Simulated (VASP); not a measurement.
Wanted: the native input for a VASP 6.6.1 run.

```yaml
Task: relaxation of cell and atoms
Functional: r2SCAN
Potentials_or_basis: VASP PAW PBE potentials, release 64 (Ti_sv, C)
Cutoff: 660 eV
k_mesh: 12 × 12 × 12
Occupations: fermi-dirac, width 0.05 eV
Spin: no spin polarisation
Dipole_correction: no
Further_INCAR_settings: ALGO = Normal; EDIFF = 1e-07; IBRION = 2; EDIFFG = -0.002; NSW = 100; ISIF = 3
```

Crystal: TiC.

```
Ti C
1.0
     0.00000    2.15930    2.15930
     2.15930    0.00000    2.15930
     2.15930    2.15930    0.00000
Ti C
1 1
Direct
  0.00000 0.00000 0.00000
  0.50000 0.50000 0.50000
```

These files were run (other wordings do the same):

POSCAR

```
TiC
1.0
    0.0000000000      2.1593000000      2.1593000000
    2.1593000000      0.0000000000      2.1593000000
    2.1593000000      2.1593000000      0.0000000000
Ti C
1 1
Direct
    0.0000000000      0.0000000000      0.0000000000
    0.5000000000      0.5000000000      0.5000000000
```

INCAR.step1

```
SYSTEM = TiC
PREC = Accurate ; ENCUT = 660
ISMEAR = -1 ; SIGMA = 0.05
LREAL = .FALSE. ; LASPH = .TRUE.
NELM = 120 ; GGA = PE
ALGO = Normal ; EDIFF = 1E-5
LWAVE = .TRUE. ; LCHARG = .FALSE.
GGA_COMPAT = .FALSE. ; IBRION = 2
ISIF = 3 ; EDIFFG = -0.005
NELMIN = 4 ; NSW = 100
```

INCAR.step2

```
SYSTEM = TiC
PREC = Accurate ; ENCUT = 660
EDIFF = 1E-7 ; ISMEAR = -1
SIGMA = 0.05 ; LREAL = .FALSE.
LASPH = .TRUE. ; NELM = 120
ALGO = Normal ; ISIF = 3
LWAVE = .FALSE. ; LCHARG = .FALSE.
METAGGA = R2SCAN ; LMIXTAU = .TRUE.
IBRION = 2 ; NSW = 100
EDIFFG = -0.002 ; ISTART = 1
GGA_COMPAT = .FALSE. ; NELMIN = 4
```

KPOINTS

```
regular mesh
0
G
  12 12 12
  0 0 0
```

Potentials or basis: VASP PAW PBE potentials, release 64 (Ti_sv, C).

The run is started by

```sh
$ cat potpaw_PBE.64/Ti_sv/POTCAR potpaw_PBE.64/C/POTCAR > POTCAR
$ cp INCAR.step1 INCAR
$ mpirun -np 1 vasp_std > vasp.out
$ cp INCAR.step2 INCAR
$ mpirun -np 1 vasp_std > vasp.out
```

It gave:

```yaml
Relaxed_volume: 10.16 Å³/atom
Relaxed_cell: a = 3.063 Å, b = 3.063 Å, c = 3.063 Å, α = 60.00°, β = 60.00°, γ = 60.00°
Space_group_after_relaxing_to_0.05_Å: Fm-3m (No. 225)
Energy_gained_by_relaxing: 0.7 meV/atom
Ionic_steps: 3
Pressure_after_relaxing: 0.0 GPa
Band_gap_on_the_k_mesh: zero (band 8 reaches 10.35 eV, above the bottom of band 9 at 9.03 eV)
```

Caveat: the PAW data sets were made with another functional, which shifts forces and pressure a little.

Run time: 4.4 min on 1 thread of Intel(R) Xeon(R) Platinum 8375C CPU @ 2.90GHz (Ice Lake), with other jobs on the host, peak memory 0.19 GiB.
